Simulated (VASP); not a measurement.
Set up this calculation in VASP 6.6.1, as the native input.

```
Task                   : relaxation of cell and atoms
Functional             : PBEsol
Potentials or basis    : VASP PAW PBE potentials, release 64 (Sn_d, O)
Cutoff                 : 600 eV
k mesh                 : 10 × 10 × 4
Occupations            : gaussian, width 0.1 eV
Spin                   : no spin polarisation
Target pressure        : 8 GPa
Dipole correction      : no
Further INCAR settings : ALGO = Fast; EDIFF = 1e-06; IBRION = 2; EDIFFG = -0.008; NSW = 70; ISIF = 3
```

The structure of SnO lies in POSCAR:

```
SnO
1.0
    2.5916566189     -2.5916569400      0.0000000000
    2.5916566189      2.5916569400      0.0000000000
    0.0000000000      0.0000000000      8.8188062113
Sn O
4 4
Direct
    0.7500011109      0.2499988891      0.8775585385
    0.2499988891      0.7500011109      0.1224414615
    0.7499988891      0.2500011109      0.3775585385
    0.2500011109      0.7499988891      0.6224414615
    0.2500001831      0.2499998169      0.2500000000
    0.7499998169      0.7500001831      0.7500000000
    0.2499998169      0.2500001831      0.7500000000
    0.7500001831      0.7499998169      0.2500000000
```

The input as run:

INCAR

```
PREC = Accurate
ENCUT = 600
EDIFF = 1E-6
ISMEAR = 0
SIGMA = 0.1
LREAL = False
LASPH = True
NELM = 100
ALGO = Fast
ISIF = 3
LWAVE = False
LCHARG = False
GGA = PS
IBRION = 2
NSW = 70
EDIFFG = -0.008
PSTRESS = 80.0
```

KPOINTS

```
Automatic mesh
0
Gamma
  10 10 4
```

Potentials or basis: VASP PAW PBE potentials, release 64 (Sn_d, O).

Launch:

```console
$ cat potpaw_PBE.64/Sn_d/POTCAR potpaw_PBE.64/O/POTCAR > POTCAR
$ mpirun -np 1 vasp_std > vasp.out
```

It gave:

- Relaxed volume: 14.88 Å³/atom
- Relaxed cell: a = 3.702 Å, b = 3.702 Å, c = 8.689 Å, α = 90.00°, β = 90.00°, γ = 90.00°
- Space group after relaxing (to 0.1 Å): P4/nmm (No. 129)
- Energy change on relaxing (the run minimises the enthalpy): -26.2 meV/atom
- Ionic steps: 13
- Pressure after relaxing: 8.0 GPa
- Band gap on the k mesh: zero (bands 40 and 41 overlap by 1.07 eV)

Caveat: the cell is relaxed towards a set pressure, so the run minimises the enthalpy, not the energy; the PAW data sets were made with another functional, which shifts forces and pressure a little; spin-orbit coupling is left out, which moves the levels of the heavy elements.

Run time: 99 min on 1 thread of Oxide Virtual Turin-like Processor, with other jobs on the host, peak memory 0.45 GiB.
